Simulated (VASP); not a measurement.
La, 1 atom in the cell. The structure is cubic, space group Im-3m (No. 229). Conventional cell: a = 4.222 Å, b = 4.222 Å, c = 4.222 Å, α = 90.00°, β = 90.00°, γ = 90.00°. Within 4.8 Å of La (site symmetry m-3m) lie 14 La at 3.66 to 4.22 Å. 

| Property | Result |
| --- | --- |
| Program | VASP 6.6.1 |
| Task | single point |
| Functional | PBE |
| Potentials or basis | VASP PAW PBE potentials, release 64 (La) |
| Cutoff | 500 eV |
| k mesh | 6 × 6 × 6 |
| Occupations | gaussian, width 0.05 eV |
| Spin | no spin polarisation |
| Dipole correction | no |
| Further INCAR settings | ALGO = Normal; EDIFF = 1e-06; NBANDS = 12 |

Potentials or basis: VASP PAW PBE potentials, release 64 (La).

Run with:

```sh
$ cat potpaw_PBE.64/La/POTCAR > POTCAR
$ mpirun -np 1 vasp_std > vasp.out
```

Hardware: 1 thread of Intel(R) Xeon(R) 6975P-C (Granite Rapids) (shared host).

Question: How long does it take, and how much memory?

Answer: It took 6.4 s on 1 thread of Intel(R) Xeon(R) 6975P-C (Granite Rapids), with other jobs on the host, peak memory 0.16 GiB. Counts: scf iterations 15, k points 16.
